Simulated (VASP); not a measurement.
Write the native input for VASP 6.6.1 that does the following.

```yaml
Task: single point
Functional: PBE
Potentials_or_basis: VASP PAW PBE potentials, release 64 (Mo_sv, Ru_pv)
Cutoff: 520 eV
k_mesh: 6 × 6 × 6
Occupations: gaussian, width 0.1 eV
Spin: no spin polarisation
Dipole_correction: no
Further_INCAR_settings: ALGO = Fast; EDIFF = 1e-06; NBANDS = 36
```

The structure of Mo3Ru lies in POSCAR:

```
Mo3Ru
1.0
    0.0000000000      3.1334805666      3.1334805666
    3.1334805666      0.0000000000      3.1334805666
    3.1334805666      3.1334805666      0.0000000000
Mo Ru
3 1
Direct
    0.7500000000      0.7500000000      0.7500000000
    0.5000000000      0.5000000000      0.5000000000
    0.2500000000      0.2500000000      0.2500000000
    0.0000000000      0.0000000000      0.0000000000
```

One way to write it, as run:

INCAR

```
SYSTEM = Mo3Ru
  PREC = Accurate
  ENCUT = 520
  EDIFF = 1E-6
  ISMEAR = 0
  SIGMA = 0.1
  LREAL = .False.
  LASPH = .True.
  NELM = 60
  ALGO = Fast
  ISIF = 2
  LWAVE = .False.
  LCHARG = .False.
  GGA = PE
  NBANDS = 36
```

KPOINTS

```
regular mesh
0
Gamma
  6 6 6
  0 0 0
```

Potentials or basis: VASP PAW PBE potentials, release 64 (Mo_sv, Ru_pv).

Launch:

```bash
$ cat potpaw_PBE.64/Mo_sv/POTCAR potpaw_PBE.64/Ru_pv/POTCAR > POTCAR
$ mpirun -np 1 vasp_std > vasp.out
```

Results of the run:

```
Pressure               : 0.3 GPa
Band gap on the k mesh : zero (bands 28 and 29 overlap by 0.86 eV)
```

It took 22 s on 1 thread of Intel(R) Xeon(R) 6975P-C (Granite Rapids) (shared host), peak memory 0.21 GiB.
